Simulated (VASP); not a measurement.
CdTe, 2 atoms in the cell. It takes space group I-4m2 (No. 119, tetragonal). The conventional cell has a = 4.441 Å, b = 4.441 Å, c = 6.343 Å, α = 90.00°, β = 90.00°, γ = 90.00°. Cd (site symmetry -4m2) has 4 Te at 2.73 Å within 3.6 Å. Te (site symmetry -4m2) has 4 Cd at 2.73 Å within 3.6 Å.  This cell differs from its parent crystal: z stretched by +1 %.

| Item | Value |
| --- | --- |
| Program | VASP 6.6.1 |
| Task | relaxation of the atoms |
| Functional | PBE |
| Potentials or basis | VASP PAW PBE potentials, release 64 (Cd, Te) |
| Cutoff | 520 eV |
| k mesh | 12 × 12 × 12 |
| Occupations | fermi-dirac, width 0.02 eV |
| Spin | no spin polarisation |
| Dipole correction | no |
| Further INCAR settings | ALGO = Normal; EDIFF = 1e-06; IBRION = 2; EDIFFG = -0.02; NSW = 80 |

Potentials or basis: VASP PAW PBE potentials, release 64 (Cd, Te).

Run with:

```console
$ cat potpaw_PBE.64/Cd/POTCAR potpaw_PBE.64/Te/POTCAR > POTCAR
$ mpirun -np 1 vasp_std > vasp.out
```

Hardware: 1 thread of Intel(R) Xeon(R) Platinum 8488C (Sapphire Rapids), with other jobs on the host.

Estimate the wall time of this run.

Run time: 65 s on 1 thread of Intel(R) Xeon(R) Platinum 8488C (Sapphire Rapids) (shared host), peak memory 0.31 GiB. Counts: scf iterations 13, k points 163, ion steps 1.
